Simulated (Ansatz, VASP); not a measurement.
## AlP: VASP beside Ansatz

```xyz
2
Lattice="0.0000 2.6574 2.7255 2.6574 0.0000 2.7255 2.6574 2.6574 0.0000" Properties=species:S:1:pos:R:3 pbc="T T T"
Al    0.0000    0.0000    0.0000
P     3.9860    3.9860    4.0882
```

Change from the starting cell: strain -0.025 along x and y, +0.000 along z, atoms carried along.

Alike in both runs: task single point; functional PBE; k mesh 8 × 8 × 8; occupations gaussian, width 0.05 eV; no spin polarisation.

|  | VASP | Ansatz |
| --- | --- | --- |
| version | VASP 6.6.1 | Ansatz 0.2.0 |
| potentials or method | VASP PAW PBE potentials, release 64 (Al, P), cutoff 500 eV | scalar-relativistic, plane waves, PAW |
| valence electrons in the cell | 8 | 8 |

|  | VASP | Ansatz | Ansatz less VASP |
| --- | --- | --- | --- |
| gap on the k mesh at the Fermi level (eV) | 1.37 | 1.38 | +0.003 |
| least direct gap on the mesh (eV) | 3.65 | 3.65 | -0.002 |
| pressure (GPa) | 7.9 | 8.0 | +0.12 |
| traceless stress, the component that is largest in VASP (GPa) | -1.07 | -1.07 | +0.005 |
